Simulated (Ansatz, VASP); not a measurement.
MgNi3C: VASP beside Ansatz

```
Mg Ni C
1.0
     3.73257    0.00000    0.00000
     0.00000    3.73257    0.00000
     0.00000    0.00000    3.73257
Mg Ni C
1 3 1
Direct
  0.00000 0.00000 0.00000
  0.00000 0.50000 0.50000
  0.50000 0.00000 0.50000
  0.50000 0.50000 0.00000
  0.50000 0.50000 0.50000
```

Alike in both runs: functional LDA; k mesh 10 × 10 × 10; occupations gaussian, width 0.1 eV; no spin polarisation.

Ansatz relaxed the structure, and its values are those at the end. VASP's run is a single point on that final structure, the one shown.

|  | VASP | Ansatz |
| --- | --- | --- |
| version | VASP 6.6.1 | Ansatz 0.2.0 |
| potentials or method | VASP PAW LDA potentials, release 64 (Mg, Ni, C), cutoff 520 eV | scalar-relativistic, plane waves, PAW |
| valence electrons in the cell | 36 | 68 |

Ansatz gave:

```
gap on the k mesh at the Fermi level (eV) : none
pressure (GPa)                            : 0.0
```

Problem. Which values does VASP return?

Solution. gap on the k mesh at the Fermi level (eV): none; pressure (GPa): -0.1.

LDA's correlation is that of Perdew and Zunger in VASP and of Perdew and Wang (1992) in Ansatz. A gap of «none» marks a metal or a gap that the smearing closes. VASP's potentials hold 36 valence electrons a cell and Ansatz's 68, so a difference there can come from the potentials and not from the codes.
